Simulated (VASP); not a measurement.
# AlV2C (P6_3/mmc) in VASP: further runs, part 3 of 3

VASP 6.6.1. The steps go on from the part before.

## 6. Single point, r2SCAN, collinear spin, ferromagnetic start

The input, POSCAR:

```
AlV2C
1.0
    2.8875990726      0.0000000000      0.0000000000
   -1.4437995363      2.5007341528      0.0000000000
    0.0000000000      0.0000000000     13.1048231100
V Al C
4 2 2
Direct
    0.3333333333      0.6666666667      0.9136157800
    0.6666666667      0.3333333333      0.0863842200
    0.6666666667      0.3333333333      0.4136157800
    0.3333333333      0.6666666667      0.5863842200
    0.6666666667      0.3333333333      0.7500000000
    0.3333333333      0.6666666667      0.2500000000
    0.0000000000      0.0000000000      0.5000000000
    0.0000000000      0.0000000000      0.0000000000
```

The input, INCAR.step1:

```
  ALGO = Normal
  EDIFF = 1E-4
  ENCUT = 520
  GGA = PE
  ISMEAR = -1
  ISPIN = 2
  LASPH = T
  LCHARG = F
  LMAXMIX = 4
  LREAL = F
  LWAVE = T
  MAGMOM = 2 2 2 2 0 0 0 0
  NBANDS = 47
  NELM = 150
  PREC = Accurate
  SIGMA = 0.05
```

The input, INCAR.step2:

```
  ALGO = Normal
  EDIFF = 1E-6
  ENCUT = 520
  ISIF = 2
  ISMEAR = -1
  ISPIN = 2
  ISTART = 1
  LASPH = T
  LCHARG = T
  LELF = T
  LMAXMIX = 4
  LMIXTAU = T
  LORBIT = 11
  LREAL = F
  LVHAR = T
  LWAVE = F
  MAGMOM = 2 2 2 2 0 0 0 0
  METAGGA = R2SCAN
  NBANDS = 47
  NELM = 150
  PREC = Accurate
  SIGMA = 0.05
```

The input, KPOINTS:

```
k-points
0
Gamma
  11 11 2
```

Potentials or basis: VASP PAW PBE potentials, release 64 (V_sv, Al, C).

The run is started by

```console
$ cat potpaw_PBE.64/V_sv/POTCAR potpaw_PBE.64/Al/POTCAR potpaw_PBE.64/C/POTCAR > POTCAR
$ cp INCAR.step1 INCAR
$ mpirun -np 1 vasp_std > vasp.out
$ cp INCAR.step2 INCAR
$ mpirun -np 1 vasp_std > vasp.out
```

OUTCAR:

```text
EDIFF = 1E-6
   ENCUT = 520
   ISIF = 2
   ISMEAR = -1
   ISPIN = 2
   ISTART = 1
   LASPH = T
   LORBIT = 11
   LREAL = F
   METAGGA = R2SCAN
   NELM = 150
   PREC = Accurate

 ion  position               nearest neighbor table
   1  0.333  0.667  0.914-   8 2.02   8 2.02   8 2.02   5 2.72   5 2.72   5 2.72   2 2.81   2 2.81
                             2 2.81
   2  0.667  0.333  0.086-   8 2.02   8 2.02   8 2.02   6 2.72   6 2.72   6 2.72   1 2.81   1 2.81
                             1 2.81
   3  0.667  0.333  0.414-   7 2.02   7 2.02   7 2.02   6 2.72   6 2.72   6 2.72   4 2.81   4 2.81
                             4 2.81
   4  0.333  0.667  0.586-   7 2.02   7 2.02   7 2.02   5 2.72   5 2.72   5 2.72   3 2.81   3 2.81
                             3 2.81
   5  0.667  0.333  0.750-   1 2.72   4 2.72   1 2.72   4 2.72   1 2.72   4 2.72
   6  0.333  0.667  0.250-   2 2.72   3 2.72   2 2.72   3 2.72   2 2.72   3 2.72
   7  0.000  0.000  0.500-   3 2.02   4 2.02   4 2.02   3 2.02   3 2.02   4 2.02
   8  0.000  0.000  0.000-   1 2.02   2 2.02   1 2.02   2 2.02   2 2.02   1 2.02

  LATTYP: Found a hexagonal cell.
 ALAT       =     2.8875990726
 C/A-ratio  =     4.5383111646

  Lattice vectors:

 A1 = (   2.8875990726,   0.0000000000,   0.0000000000)
 A2 = (  -1.4437995363,   2.5007341528,   0.0000000000)
 A3 = (   0.0000000000,   0.0000000000,  13.1048231100)

Analysis of symmetry for initial positions (statically):
=====================================================================
 Subroutine PRICEL returns:
 Original cell was already a primitive cell.

 Routine SETGRP: Setting up the symmetry group for a
 hexagonal supercell.

 Subroutine GETGRP returns: Found 24 space group operations
 (whereof 12 operations were pure point group operations)
 out of a pool of 24 trial point group operations.

The static configuration has the point symmetry D_3d.
 The point group associated with its full space group is D_6h.

Analysis of symmetry for dynamics (positions and initial velocities):
=====================================================================
 Subroutine PRICEL returns:
 Original cell was already a primitive cell.

 Routine SETGRP: Setting up the symmetry group for a
 hexagonal supercell.

 Subroutine GETGRP returns: Found 24 space group operations
 (whereof 12 operations were pure point group operations)
 out of a pool of 24 trial point group operations.

The dynamic configuration has the point symmetry D_3d.
 The point group associated with its full space group is D_6h.

Analysis of structural, dynamic, and magnetic symmetry:
=====================================================================
 Subroutine PRICEL returns:
 Original cell was already a primitive cell.

 Routine SETGRP: Setting up the symmetry group for a
 hexagonal supercell.

 Subroutine GETGRP returns: Found 24 space group operations
 (whereof 12 operations were pure point group operations)
 out of a pool of 24 trial point group operations.

The overall configuration has the point symmetry D_3d.
 The point group associated with its full space group is D_6h.

 Subroutine INISYM returns: Found 24 space group operations
 (whereof 12 operations are pure point group operations),
 and found     1 'primitive' translations

[... 119 lines left out ...]
   EMIN   =  10.00;   EMAX   =-10.00  energy-range for DOS
   EFERMI =   0.00;   METHOD = LEGACY
   ISMEAR =    -1;   SIGMA  =   0.05  broadening in eV -4-tet -1-fermi 0-gaus
   EFERMI_NEDOS =   21; number of points for ismear=-14 and -15
   IALGO  =     38    algorithm
   IMIX   =      4    mixing-type and parameters
     AMIX     =   0.40;   BMIX     =  1.00
     AMIX_MAG =   1.60;   BMIX_MAG =  1.00
  volume/ion in A,a.u.               =      11.83        79.83
  Fermi-wavevector in a.u.,A,eV,Ry     =   1.451814  2.743530 28.677865  2.107764
  Thomas-Fermi vector in A             =   2.569268
   LORBIT       =     11    0 simple, 1 ext, 2 COOP (PROOUT), +10 PAW based schemes
   METAGGA = R2SCAN    functional components
   LHFCALC =     F    Hartree Fock is set to
   AEXX    =    0.0000 exact exchange contribution
   IVDW    =     0    specifies the selected vdW correction
   LEPSILON=     F    determine dielectric tensor
   LRPA    =     F    only Hartree local field effects (RPA)
 spin polarized calculation
  energy-cutoff  :      520.00
  volume of cell :       94.63
 maximum number of plane-waves:      2605
 NGX is ok and might be reduce to    24
   NGX = 11   NGY = 11   NGZ = 49

 number of electron      66.0000013 magnetization       0.0005686

 Free energy of the ion-electron system (eV)
  ---------------------------------------------------
  ext. energy  EPLUGINS =         0.00000000
  ---------------------------------------------------
  free energy    TOTEN  =       -94.60923416 eV

  energy without entropy =      -94.57639632  energy(sigma->0) =      -94.59281524

 E-fermi :   9.6871     XC(G=0): -13.2058

 val. band max:        9.6546903874   @ k =   0.3636   0.1818   0.0000
 cond. band min:       9.6895515290   @ k =   0.1818   0.1818   0.0000
 fundamental gap:      0.0348611416
 Fermi energy:         9.6870732949

 spin component 1

 k-point     1 :       0.0000    0.0000    0.0000
  band No.  band energies     occupation
      1     -57.4067      1.00000
      2     -57.4066      1.00000
      3     -57.3476      1.00000
      4     -57.3475      1.00000
      5     -30.3388      1.00000
      6     -30.3362      1.00000
[... 1141 lines left out ...]
     44      13.8069      0.00000
     45      14.5996      0.00000

 [... further k-points ...]

 spin component 2

 k-point     1 :       0.0000    0.0000    0.0000
  band No.  band energies     occupation
      1     -57.4066      1.00000
      2     -57.4065      1.00000
      3     -57.3475      1.00000
      4     -57.3474      1.00000
      5     -30.3387      1.00000
      6     -30.3361      1.00000
[... 1141 lines left out ...]
     44      13.8069      0.00000
     45      14.5996      0.00000

 [... further k-points ...]

 [bands above 45 left out]

------------------------ aborting loop because EDIFF is reached ----------------------------------------

  FORCE on cell =-STRESS in cart. coord.  units (eV):
  Direction    XX          YY          ZZ          XY          YZ          ZX
  --------------------------------------------------------------------------------------
  -------------------------------------------------------------------------------------
  Total       -0.2787887     -0.2787887     -0.0761496      0.0000000      0.0000000     -0.0000000
  in kB       -4.7200893     -4.7200893     -1.2892665      0.0000000      0.0000000     -0.0000000
  external PRESSURE =      -3.5764817 kB  Pullay stress =       0.0000000 kB

 VOLUME and BASIS-vectors are now :
 -----------------------------------------------------------------------------
  energy-cutoff  :      520.00
  volume of cell :       94.63
      direct lattice vectors                 reciprocal lattice vectors
     2.887599073  0.000000000  0.000000000     0.346308464  0.199941285  0.000000000
    -1.443799536  2.500734153  0.000000000     0.000000000  0.399882570  0.000000000
     0.000000000  0.000000000 13.104823110     0.000000000  0.000000000  0.076307783

 POSITION                                       TOTAL-FORCE (eV/Angst)
 -----------------------------------------------------------------------------------
     -0.00000      1.66716     11.97277         0.000000      0.000000      0.124320
      1.44380      0.83358      1.13205        -0.000000      0.000000     -0.124320
      1.44380      0.83358      5.42036        -0.000000      0.000000      0.124320
     -0.00000      1.66716      7.68446        -0.000000     -0.000000     -0.124320
      1.44380      0.83358      9.82862        -0.000000     -0.000000      0.000000
     -0.00000      1.66716      3.27621         0.000000      0.000000      0.000000
      0.00000      0.00000      6.55241         0.000000      0.000000      0.000000
      0.00000      0.00000      0.00000         0.000000      0.000000      0.000000
 -----------------------------------------------------------------------------------
    total drift:                               -0.000000      0.000000     -0.000000

  FREE ENERGIE OF THE ION-ELECTRON SYSTEM (eV)
  ---------------------------------------------------
  free  energy   TOTEN  =       -94.6092341614 eV

  energy  without entropy=      -94.5763963211  energy(sigma->0) =      -94.59281524

 total charge

# of ion       s       p       d       tot
------------------------------------------
    1        2.268   6.292   3.127  11.687
    2        2.268   6.292   3.127  11.687
    3        2.268   6.292   3.127  11.687
    4        2.268   6.292   3.127  11.687
    5        0.418   0.413   0.000   0.831
    6        0.418   0.413   0.000   0.831
    7        0.921   1.580   0.000   2.501
    8        0.921   1.580   0.000   2.501
--------------------------------------------------
tot         11.751  29.153  12.507  53.411

 magnetization (x)

# of ion       s       p       d       tot
------------------------------------------
    1        0.000   0.000   0.000   0.000
    2        0.000   0.000   0.000   0.000
    3        0.000   0.000   0.000   0.000
    4        0.000   0.000   0.000   0.000
    5       -0.000  -0.000   0.000  -0.000
    6       -0.000  -0.000   0.000  -0.000
    7       -0.000  -0.000   0.000  -0.000
    8       -0.000  -0.000   0.000  -0.000
--------------------------------------------------
tot         -0.000  -0.000   0.000   0.000
```

It took 11 min on 1 thread of Intel Xeon Platinum 8488C (Sapphire Rapids), shared host; peak memory 0.42 GiB.

What came out:

| Property | Result |
| --- | --- |
| Free energy | -94.6092 eV |
| Pressure | -0.4 GPa |
| Largest force | 0.124 eV/Å |
| Band gap on the k mesh | zero (filled and empty bands overlap) |
| Net moment | 0.00 μB per cell |
| Valence electrons inside the program's atomic spheres | V 11.69; Al 0.83; C 2.50 |

Forces in eV/Å, atoms in the order of the input:
```
V    0.000  0.000  0.124
V    0.000  0.000 -0.124
V    0.000  0.000  0.124
V    0.000  0.000 -0.124
Al   0.000  0.000  0.000
Al   0.000  0.000  0.000
C    0.000  0.000  0.000
C    0.000  0.000  0.000
```

Stress tensor (GPa, compression positive):
```
-0.47  0.00  0.00
 0.00 -0.47  0.00
 0.00  0.00 -0.13
```

Caveat: the PAW data sets were made with another functional, which shifts forces and pressure a little.

## 7. The runs side by side

```csv
level,spin,cell,gap on the mesh (eV),pressure (GPa),moment (μB),largest force (eV/Å)
r2SCAN,"collinear, ferromagnetic start","a = 2.884, b = 2.884, c = 13.117 Å, angles 90.0, 90.0, 120.0°, 8 atoms",none,0.5,0.00,0.10
PBEsol,"collinear, antiferromagnetic start","a = 2.888, b = 2.888, c = 13.105 Å, angles 90.0, 90.0, 120.0°, 8 atoms",none,-3.5,0.00,0.45
PBEsol,"collinear, ferromagnetic start","a = 2.877, b = 2.877, c = 13.026 Å, angles 90.0, 90.0, 120.0°, 8 atoms",none,0.4,0.00,0.03
PBEsol,"collinear, ferromagnetic start","a = 2.888, b = 2.888, c = 13.105 Å, angles 90.0, 90.0, 120.0°, 8 atoms",none,-3.5,0.00,0.45
r2SCAN,"collinear, ferromagnetic start","a = 2.888, b = 2.888, c = 13.105 Å, angles 90.0, 90.0, 120.0°, 8 atoms",none,-0.4,0.00,0.12
```

Alike in all rows: task single point; potentials or basis VASP PAW PBE potentials, release 64 (V_sv, Al, C); k mesh 11 × 11 × 2; cutoff (eV) 520; smearing fermi-dirac 0.05 eV.

Caveats: the PAW data sets were made with another functional, which shifts forces and pressure a little.

Total energies depend on the potentials used, so only differences within one code and one set of settings carry meaning.
